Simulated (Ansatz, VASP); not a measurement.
**Two plane-wave programs on SiGe3**

```xyz
4
Lattice="4.0529 0.0000 0.0000 0.0000 4.0529 0.0000 0.0000 0.0000 4.0529" Properties=species:S:1:pos:R:3 pbc="T T T"
Si    0.0000    0.0000    0.0000
Ge    0.0000    2.0264    2.0264
Ge    2.0264    0.0000    2.0264
Ge    2.0264    2.0264    0.0000
```

Alike in both runs: task relaxation of cell and atoms; functional PBE; k mesh 4 × 4 × 4; occupations gaussian, width 0.1 eV; no spin polarisation.

```csv
,VASP,Ansatz
version,VASP 6.6.1,Ansatz 0.2.0
potentials or method,"VASP PAW PBE potentials, release 64 (Si, Ge_d), cutoff 600 eV","scalar-relativistic, plane waves, PAW"
valence electrons in the cell,46,46
```

```tsv
	VASP	Ansatz	Ansatz less VASP
gap on the k mesh at the Fermi level, each at its own relaxed structure (eV)	none	none	-
relaxed volume (Å³/atom)	18.93	18.94	+0.014
relaxed cell length with the largest relative difference (Å)	4.230	4.231	+0.0010
```

A gap of «none» marks a metal or a gap that the smearing closes.

The k mesh is coarse, so the values compare programs but aren't converged.
